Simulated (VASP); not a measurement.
# AlRu (Pm-3m) in VASP: further runs

Runs on AlRu. Level: PBE. Tasks: single point, relaxation of cell and atoms.

Program: VASP 6.6.1. These are calculated values, not measurements. Logs are shortened: lines on timing, memory, paths and dates and some standing lists are left out, and cuts for length are marked.

### Step 1. The cell of the first run

Symmetry: Pm-3m, No. 221, cubic system. Conventional cell: a = 2.986 Å, b = 2.986 Å, c = 2.986 Å, α = 90.00°, β = 90.00°, γ = 90.00°. Within 3.4 Å of Al (site symmetry m-3m) lie 8 Ru at 2.59 Å and 6 Al at 2.99 Å. Within 3.4 Å of Ru (site symmetry m-3m) lie 8 Al at 2.59 Å and 6 Ru at 2.99 Å.

### Step 2. Single point, PBE (volume scaled by 0.98)

INCAR

```
PREC = Accurate
ENCUT = 520
EDIFF = 1E-6
ISMEAR = -1
SIGMA = 0.15
LREAL = False
LASPH = True
NELM = 100
ALGO = Fast
ISIF = 2
LWAVE = False
LCHARG = True
GGA = PE
LELF = True
LVHAR = True
NBANDS = 16
```

KPOINTS

```
Automatic mesh
0
Gamma
  14 14 14
```

POSCAR

```
AlRu
1.0
    2.9859851574      0.0000000000      0.0000000000
    0.0000000000      2.9859851574      0.0000000000
    0.0000000000      0.0000000000      2.9859851574
Al Ru
1 1
Direct
    0.0000000000      0.0000000000      0.0000000000
    0.5000000000      0.5000000000      0.5000000000
```

Potentials or basis: VASP PAW PBE potentials, release 64 (Al, Ru_pv).

The run is started by

```bash
> cat potpaw_PBE.64/Al/POTCAR potpaw_PBE.64/Ru_pv/POTCAR > POTCAR
> mpirun -np 1 vasp_std > vasp.out
```

OUTCAR:

```text
PREC = Accurate
   ENCUT = 520
   EDIFF = 1E-6
   ISMEAR = -1
   LREAL = False
   LASPH = True
   NELM = 100
   ISIF = 2
   GGA = PE

 ion  position               nearest neighbor table
   1  0.000  0.000  0.000-   2 2.59   2 2.59   2 2.59   2 2.59   2 2.59   2 2.59   2 2.59   2 2.59

   2  0.500  0.500  0.500-   1 2.59   1 2.59   1 2.59   1 2.59   1 2.59   1 2.59   1 2.59   1 2.59

  LATTYP: Found a simple cubic cell.
 ALAT       =     2.9859851574

  Lattice vectors:

 A1 = (   2.9859851574,   0.0000000000,   0.0000000000)
 A2 = (   0.0000000000,   2.9859851574,   0.0000000000)
 A3 = (   0.0000000000,   0.0000000000,   2.9859851574)

Analysis of symmetry for initial positions (statically):
=====================================================================
 Subroutine PRICEL returns:
 Original cell was already a primitive cell.

 Routine SETGRP: Setting up the symmetry group for a
 simple cubic supercell.

 Subroutine GETGRP returns: Found 48 space group operations
 (whereof 48 operations were pure point group operations)
 out of a pool of 48 trial point group operations.

The static configuration has the point symmetry O_h .

Analysis of symmetry for dynamics (positions and initial velocities):
=====================================================================
 Subroutine PRICEL returns:
 Original cell was already a primitive cell.

 Routine SETGRP: Setting up the symmetry group for a
 simple cubic supercell.

 Subroutine GETGRP returns: Found 48 space group operations
 (whereof 48 operations were pure point group operations)
 out of a pool of 48 trial point group operations.

The dynamic configuration has the point symmetry O_h .

 Subroutine INISYM returns: Found 48 space group operations
 (whereof 48 operations are pure point group operations),
 and found     1 'primitive' translations

----------------------------------------------------------------------------------------

                                     Primitive cell

  volume of cell :      26.6234

  direct lattice vectors                    reciprocal lattice vectors
     2.985985157  0.000000000  0.000000000     0.334897847  0.000000000  0.000000000
     0.000000000  2.985985157  0.000000000     0.000000000  0.334897847  0.000000000
     0.000000000  0.000000000  2.985985157     0.000000000  0.000000000  0.334897847

  length of vectors
     2.985985157  2.985985157  2.985985157     0.334897847  0.334897847  0.334897847

[... 74 lines left out ...]
   ISPIN  =      1    spin polarized calculation?
   LNONCOLLINEAR =      F non collinear calculations
   LSORBIT =      F    spin-orbit coupling
   LASPH  =      T    aspherical Exc in radial PAW
   ENCUT  =  520.0 eV  38.22 Ry    6.18 a.u.   5.55  5.55  5.55*2*pi/ulx,y,z
   NELM   =    100;   NELMIN=  2; NELMDL= -5     # of ELM steps
   EDIFF  = 0.1E-05   stopping-criterion for ELM
   LREAL  =      F    real-space projection
   EDIFFG = 0.1E-04   stopping-criterion for IOM
   NSW    =      0    number of steps for IOM
   IBRION =     -1    ionic relax: 0-MD 1-quasi-New 2-CG
   NFREE  =      0    steps in history (QN), initial steepest desc. (CG)
   ISIF   =      2    stress and relaxation
   ISYM   =      2    0-nonsym 1-usesym 2-fastsym
   POTIM  = 0.5000    time-step for ionic-motion
   TEBEG  =    0.0;   TEEND  =   0.0 temperature during run
   PSTRESS=    0.0 pullay stress
   NELECT =      17.0000    total number of electrons
   NUPDOWN=      -1.0000    fix difference up-down
   EMIN   =  10.00;   EMAX   =-10.00  energy-range for DOS
   EFERMI =   0.00;   METHOD = LEGACY
   ISMEAR =    -1;   SIGMA  =   0.15  broadening in eV -4-tet -1-fermi 0-gaus
   EFERMI_NEDOS =   21; number of points for ismear=-14 and -15
   IALGO  =     68    algorithm
   IMIX   =      4    mixing-type and parameters
     AMIX     =   0.40;   BMIX     =  1.00
     AMIX_MAG =   1.60;   BMIX_MAG =  1.00
  volume/ion in A,a.u.               =      13.31        89.83
  Fermi-wavevector in a.u.,A,eV,Ry     =   1.409733  2.664009 27.039494  1.987347
  Thomas-Fermi vector in A             =   2.531759
   LORBIT       =      0    0 simple, 1 ext, 2 COOP (PROOUT), +10 PAW based schemes
   GGA     = PE    functional components
   LHFCALC =     F    Hartree Fock is set to
   AEXX    =    0.0000 exact exchange contribution
   IVDW    =     0    specifies the selected vdW correction
   LEPSILON=     F    determine dielectric tensor
   LRPA    =     F    only Hartree local field effects (RPA)
 non-spin polarized calculation
 RMM-DIIS sequential band-by-band and
  energy-cutoff  :      520.00
  volume of cell :       26.62
 maximum number of plane-waves:       739
 NGX is ok and might be reduce to    24
   NGX = 11   NGY = 11   NGZ = 11

 number of electron      16.9999995 magnetization

 Free energy of the ion-electron system (eV)
  ---------------------------------------------------
  ext. energy  EPLUGINS =         0.00000000
  ---------------------------------------------------
  free energy    TOTEN  =       -14.30927278 eV

  energy without entropy =      -14.19503999  energy(sigma->0) =      -14.25215639

 E-fermi :  10.8316     XC(G=0): -12.5951

 val. band max:       10.8310359530   @ k =   0.0714   0.0714   0.0000
 cond. band min:      10.8472918802   @ k =   0.4286   0.4286   0.1429
 fundamental gap:      0.0162559272
 Fermi energy:        10.8316114925

 k-point     1 :       0.0000    0.0000    0.0000
  band No.  band energies     occupation
      1     -30.9689      2.00000
      2     -30.9689      2.00000
      3     -30.9689      2.00000
      4       1.0888      2.00000
      5       7.2020      2.00000
      6       7.2020      2.00000
[... 433 lines left out ...]
      3     -30.9470      2.00000
      4       3.9493      2.00000
      5       6.8501      2.00000
      6       8.2342      2.00000
[... 8 lines left out ...]
     15      23.4027      0.00000
     16      25.2031      0.00000

 [... further k-points ...]
[... 5 lines left out ...]
  --------------------------------------------------------------------------------------
  -------------------------------------------------------------------------------------
  Total        0.7071510      0.7071510      0.7071510     -0.0000000     -0.0000000      0.0000000
  in kB       42.5559038     42.5559038     42.5559038     -0.0000000     -0.0000000      0.0000000
  external PRESSURE =      42.5559038 kB  Pullay stress =       0.0000000 kB

 VOLUME and BASIS-vectors are now :
 -----------------------------------------------------------------------------
  energy-cutoff  :      520.00
  volume of cell :       26.62
      direct lattice vectors                 reciprocal lattice vectors
     2.985985157  0.000000000  0.000000000     0.334897847  0.000000000  0.000000000
     0.000000000  2.985985157  0.000000000     0.000000000  0.334897847  0.000000000
     0.000000000  0.000000000  2.985985157     0.000000000  0.000000000  0.334897847

 POSITION                                       TOTAL-FORCE (eV/Angst)
 -----------------------------------------------------------------------------------
      0.00000      0.00000      0.00000         0.000000      0.000000      0.000000
      1.49299      1.49299      1.49299         0.000000      0.000000      0.000000
 -----------------------------------------------------------------------------------
    total drift:                                0.000000     -0.000000     -0.000000

  FREE ENERGIE OF THE ION-ELECTRON SYSTEM (eV)
  ---------------------------------------------------
  free  energy   TOTEN  =       -14.3092727777 eV

  energy  without entropy=      -14.1950399927  energy(sigma->0) =      -14.25215639
```

OSZICAR:

```text
N       E                     dE             d eps       ncg     rms          rms(c)
DAV:   1     0.117643455374E+03    0.11764E+03   -0.91169E+03  3928   0.991E+02
DAV:   2    -0.130142252772E+02   -0.13066E+03   -0.12438E+03  4576   0.296E+02
DAV:   3    -0.149666535648E+02   -0.19524E+01   -0.19471E+01  4952   0.375E+01
DAV:   4    -0.149810998748E+02   -0.14446E-01   -0.14422E-01  4760   0.339E+00
DAV:   5    -0.149813066699E+02   -0.20680E-03   -0.20668E-03  4720   0.390E-01    0.124E+01
RMM:   6    -0.143915230195E+02    0.58978E+00   -0.19886E+00  3930   0.110E+01    0.238E+00
RMM:   7    -0.143235763912E+02    0.67947E-01   -0.12238E-01  4029   0.284E+00    0.201E+00
RMM:   8    -0.143094221927E+02    0.14154E-01   -0.14513E-02  4211   0.887E-01    0.185E-01
RMM:   9    -0.143092774299E+02    0.14476E-03   -0.10389E-03  4326   0.267E-01    0.123E-01
RMM:  10    -0.143092734023E+02    0.40276E-05   -0.10707E-04  4495   0.955E-02    0.178E-02
RMM:  11    -0.143092737523E+02   -0.34997E-06   -0.23014E-05  4518   0.386E-02    0.196E-02
RMM:  12    -0.143092727777E+02    0.97458E-06   -0.70788E-06  4169   0.219E-02
   1 F= -.14309273E+02 E0= -.14252156E+02  d E =-.114233E+00
```

stdout:

```text
POSCAR found type information on POSCAR AlRu
 POSCAR found :  2 types and       2 ions
 scaLAPACK will be used
 LDA part: xc-table for (Slater+PW92), standard interpolation
 POSCAR, INCAR and KPOINTS ok, starting setup
 FFT: planning ... GRIDC
 FFT: planning ... GRID_SOFT
 FFT: planning ... GRID
 WAVECAR not read
 entering main loop
```

Wall time 12 s (1 thread of Intel Xeon 6975P-C (Granite Rapids), shared host); peak memory 0.16 GiB.

Results:

```
Free energy : -14.3093 eV
Pressure    : 4.3 GPa
```

Levels at points of the mesh, in eV from the Fermi level:
| k point | band 6 | band 7 | band 8 | band 9 | band 10 | band 11 | band 12 | band 13 |
| --- | --- | --- | --- | --- | --- | --- | --- | --- |
| (0.00, 0.00, 0.00) | -3.63 | 0.15 | 0.15 | 0.15 | 6.07 | 6.07 | 6.07 | 10.98 |
| (0.50, 0.00, 0.00) | -2.82 | -1.65 | -1.65 | 0.40 | 2.28 | 7.41 | 11.03 | 11.03 |
| (0.50, 0.50, 0.00) | -1.41 | -1.41 | -1.21 | -1.21 | 1.52 | 5.32 | 6.26 | 10.60 |
| (0.50, 0.50, 0.50) | -4.70 | 1.61 | 1.61 | 2.57 | 4.12 | 4.12 | 4.12 | 8.55 |

Caveat: the cell differs from its parent crystal (volume scaled by 0.98).

### Step 3. Single point, PBE

This run uses another cell than the first one, of 13.39 Å³/atom, 1.006 times its volume.

INCAR

```
ALGO = Fast
EDIFF = 1E-6
ENCUT = 520
GGA = PE
ISIF = 2
ISMEAR = -1
LASPH = T
LCHARG = T
LELF = T
LREAL = F
LVHAR = T
LWAVE = F
NBANDS = 16
NELM = 60
PREC = Accurate
SIGMA = 0.15
```

KPOINTS

```
k-points
0
Gamma
  14 14 14
```

POSCAR

```
AlRu
1.0
    2.9917482429      0.0000000000      0.0000000000
    0.0000000000      2.9917482429      0.0000000000
    0.0000000000      0.0000000000      2.9917482429
Al Ru
1 1
Direct
    0.0000000000      0.0000000000      0.0000000000
    0.5000000000      0.5000000000      0.5000000000
```

Potentials or basis: VASP PAW PBE potentials, release 64 (Al, Ru_pv).

The run is started by

```bash
> cat potpaw_PBE.64/Al/POTCAR potpaw_PBE.64/Ru_pv/POTCAR > POTCAR
> mpirun -np 1 vasp_std > vasp.out
```

Run time: 12 s. Hardware: 1 thread of Intel Xeon 6975P-C (Granite Rapids), shared host; peak memory 0.17 GiB.

The run converged. Its results:

| Property | Result |
| --- | --- |
| Free energy | -14.3128 eV |
| Pressure | 3.0 GPa |

Levels at points of the mesh, in eV from the Fermi level:
```
           k point  band 5  band 6  band 7  band 8  band 9  band 10  band 11  band 12  band 13  band 14
(0.00, 0.00, 0.00)   -3.60   -3.60    0.14    0.14    0.14     6.04     6.04     6.04    10.94    10.94
(0.50, 0.00, 0.00)   -5.52   -2.80   -1.64   -1.64    0.40     2.26     7.41    11.00    11.00    12.70
(0.50, 0.50, 0.00)   -3.09   -1.40   -1.40   -1.20   -1.20     1.50     5.28     6.20    10.56    14.44
(0.50, 0.50, 0.50)   -4.67   -4.67    1.59    1.59    2.54     4.10     4.10     4.10     8.50     8.50
```

[end of part 1 of 2]
